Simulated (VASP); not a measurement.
A run of VASP 6.6.1 is set up as follows.

The input INCAR:

```
SYSTEM = SnO2
PREC     = Accurate       ! precision mode
ENCUT    = 520            ! plane-wave cutoff, eV
EDIFF    = 1E-6           ! SCF threshold, eV
ISMEAR   = 0              ! smearing method
SIGMA    = 0.05           ! smearing width, eV
LREAL    = .FALSE.        ! projectors in reciprocal space
LASPH    = .TRUE.         ! aspherical terms in the spheres
NELM     = 80             ! most SCF steps
ALGO     = Normal         ! electronic algorithm
ISIF     = 2              ! what is computed and relaxed
LWAVE    = .FALSE.        ! write WAVECAR
LCHARG   = .FALSE.        ! write CHGCAR
GGA      = PS             ! functional
NBANDS   = 64             ! bands
```

The input KPOINTS:

```
regular mesh
0
G
  6 6 6
  0 0 0
```

File POSCAR:

```
SnO2
1.0
    3.0835067331      1.7802634424      4.7866302853
   -3.0835067331      1.7802634424      4.7866302853
    0.0000000000     -3.5605268847      4.7866302853
Sn O
4 8
Direct
    0.8646807174      0.8646807174      0.8646807174
    0.3648245829      0.3648245829      0.8648190111
    0.3648245829      0.8648190111      0.3648245829
    0.8648190111      0.3648245829      0.3648245829
    0.1235003534      0.6233501671      0.6233501671
    0.6233501671      0.1235003534      0.6233501671
    0.6233501671      0.6233501671      0.1235003534
    0.6062113146      0.6062113146      0.6062113146
    0.1234715296      0.1234715296      0.1234715296
    0.1060883083      0.1060883083      0.6062369573
    0.1060883083      0.6062369573      0.1060883083
    0.6062369573      0.1060883083      0.1060883083
```

Potentials or basis: VASP PAW PBE potentials, release 64 (Sn_d, O).

The run is started by

```console
$ cat potpaw_PBE.64/Sn_d/POTCAR potpaw_PBE.64/O/POTCAR > POTCAR
$ mpirun -np 1 vasp_std > vasp.out
```

Q: Predict the pressure.

A: 9.0 GPa.

Q: What does it give for the largest force?

A: 0.217 eV/Å.

Forces on the atoms (eV/Å):
```
Sn   0.000  0.000  0.002
Sn   0.000  0.001 -0.001
Sn   0.001 -0.001 -0.001
Sn  -0.001 -0.001 -0.001
O    0.000  0.000  0.215
O    0.000  0.000  0.215
O    0.000  0.000  0.215
O    0.000  0.000 -0.217
O    0.000  0.000  0.211
O    0.000  0.000 -0.213
O    0.000  0.000 -0.213
O    0.000  0.000 -0.213
```

Caveat: the PAW data sets were made with another functional, which shifts forces and pressure a little.
